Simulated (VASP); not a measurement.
Write the native input for VASP 6.6.1 that does the following.

```
Task                   : relaxation of cell and atoms
Functional             : PBE
Potentials or basis    : VASP PAW PBE potentials, release 64 (Ti_sv, C)
Cutoff                 : 600 eV
k mesh                 : 6 × 6 × 2
Occupations            : gaussian, width 0.2 eV
Spin                   : no spin polarisation
Dipole correction      : no
Further INCAR settings : ALGO = Normal; EDIFF = 1e-07; IBRION = 2; EDIFFG = -0.08; NSW = 36; ISIF = 3
```

The structure of Ti2C5 lies in POSCAR:

```
Ti2C5
1.0
    2.9141690600      0.0000000000      0.0000000000
   -1.4570845300      2.5237444300      0.0000000000
    0.0000000000      0.0000000000     10.7932187300
Ti C
2 5
Direct
    0.3333333300      0.6666666700      0.1300000000
    0.6666666700      0.3333333300      0.8700000000
    0.0000000000      0.0000000000      0.3400000000
    0.6666666700      0.3333333300      0.3400000000
    0.0000000000      0.0000000000      0.6600000000
    0.3333333300      0.6666666700      0.6600000000
    0.0000000000      0.0000000000      0.0000000000
```

These files were run (other wordings do the same):

INCAR

```
SYSTEM = Ti2C5
ALGO     = Normal         ! electronic algorithm
EDIFF    = 1E-7           ! SCF threshold, eV
EDIFFG   = -0.08          ! ionic threshold
ENCUT    = 600            ! plane-wave cutoff, eV
GGA      = PE             ! functional
GGA_COMPAT= .False.      
IBRION   = 2              ! ionic algorithm
ISIF     = 3              ! what is computed and relaxed
ISMEAR   = 0              ! smearing method
LASPH    = .True.         ! aspherical terms in the spheres
LCHARG   = .False.        ! write CHGCAR
LREAL    = .False.        ! projectors in reciprocal space
LWAVE    = .False.        ! write WAVECAR
NELM     = 120            ! most SCF steps
NELMIN   = 4            
NSW      = 36             ! ionic steps
PREC     = Accurate       ! precision mode
SIGMA    = 0.2            ! smearing width, eV
```

KPOINTS

```
k-points
0
Gamma
  6 6 2
  0 0 0
```

Potentials or basis: VASP PAW PBE potentials, release 64 (Ti_sv, C).

Run with:

```console
$ cat potpaw_PBE.64/Ti_sv/POTCAR potpaw_PBE.64/C/POTCAR > POTCAR
$ mpirun -np 1 vasp_std > vasp.out
```

It gave:

The relaxed volume is 9.09 Å³/atom. The relaxed cell is a = 2.693 Å, b = 2.693 Å, c = 10.130 Å, α = 90.00°, β = 90.00°, γ = 120.00°. The space group after relaxing (to 0.1 Å) is P-3m1 (No. 164), the energy gained by relaxing is 432.9 meV/atom and the ionic steps are 21. The pressure after relaxing is 0.5 GPa. The largest force after relaxing is 0.077 eV/Å. The band gap on the k mesh is zero (bands 22 and 23 overlap by 1.15 eV).

Caveat: the k points lie up to 0.45 Å⁻¹ apart in the final cell, too coarse for converged energies and pressures of a metal; the volume moved by over 15 % at a fixed basis, so the end points are rough; this functional lacks dispersion, which binds layers or chains, so the pressure and a relaxed spacing across them are unreliable; the relaxation stopped at a loose force limit of 0.08 eV/Å, so its end isn't a converged minimum.

Run time: 11 min on 1 thread of Intel(R) Xeon(R) Platinum 8259CL CPU @ 2.50GHz (Skylake/Cascade Lake) (shared host), peak memory 0.24 GiB.
